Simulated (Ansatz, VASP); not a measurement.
**TaN: VASP beside Ansatz**

Contents of INCAR:

```
  ALGO = Normal
  EDIFF = 1E-8
  ENCUT = 520
  GGA = PS
  ISIF = 2
  ISMEAR = -1
  LASPH = True
  LCHARG = False
  LEFG = True
  LREAL = False
  LWAVE = False
  NBANDS = 15
  NELM = 80
  PREC = Accurate
  SIGMA = 0.02
```

The input KPOINTS:

```
k-points
0
Gamma
  9 9 9
```

File POSCAR:

```
TaN
1.0
    0.0000000000      2.1790000000      2.2225800000
    2.1790000000      0.0000000000      2.2225800000
    2.1790000000      2.1790000000      0.0000000000
Ta N
1 1
Direct
    0.5000000000      0.5000000000      0.5000000000
    0.0000000000      0.0000000000      0.0000000000
```

Input for Ansatz:

```yaml
crystal:
  lattice:
    - [0.0, 2.179, 2.22258]
    - [2.179, 0.0, 2.22258]
    - [2.179, 2.179, 0.0]
  atoms:
    - { symbol: Ta, position: [0.5, 0.5, 0.5] }
    - { symbol: "N", position: [0.0, 0.0, 0.0] }
kpoints:
  mp_grid: { grid: [9, 9, 9] }
scf:
  occupations: { method: fermi_dirac, width: 0.02 }
hamiltonian:
  xc: pbesol
  pseudopotentials: { kind: paw }
output:
  forces: true
  stress: true
  eigenvalues: true
  efg: { contact_densities: true }
```

Change from the starting cell: zz strain of +2 %, PAW files.

Alike in both runs: task electric field gradients; functional PBEsol; k mesh 9 × 9 × 9; occupations fermi-dirac, width 0.02 eV; no spin polarisation.

|  | VASP | Ansatz |
| --- | --- | --- |
| version | VASP 6.6.1 | Ansatz 0.2.0 |
| potentials or method | VASP PAW PBE potentials, release 64 (Ta_pv, N) | PAW with Ansatz's default frozen-core files, scalar-relativistic |
| plane-wave cutoff (eV) | 520 | 420 |
| valence electrons in the cell | 16 | 18 |

Ansatz gave:

| Property | Result |
| --- | --- |
| pressure (GPa) | -2.4 |
| traceless stress, the component that is largest in VASP (GPa) | -8.85 |
| size of Vzz on the site where it differs most (V/Å²) | 93.2 |

**Question.** Estimate VASP's values.

**Answer.** Pressure (GPa): -1.5; traceless stress, the component that is largest in VASP (GPa): -8.84; size of Vzz on the site where it differs most (V/Å²): 86.2.

VASP's potentials were made for PBE, not for PBEsol. VASP's potentials hold 16 valence electrons a cell and Ansatz's 18, so a difference there can come from the potentials and not from the codes.

Spin-orbit coupling is off throughout.
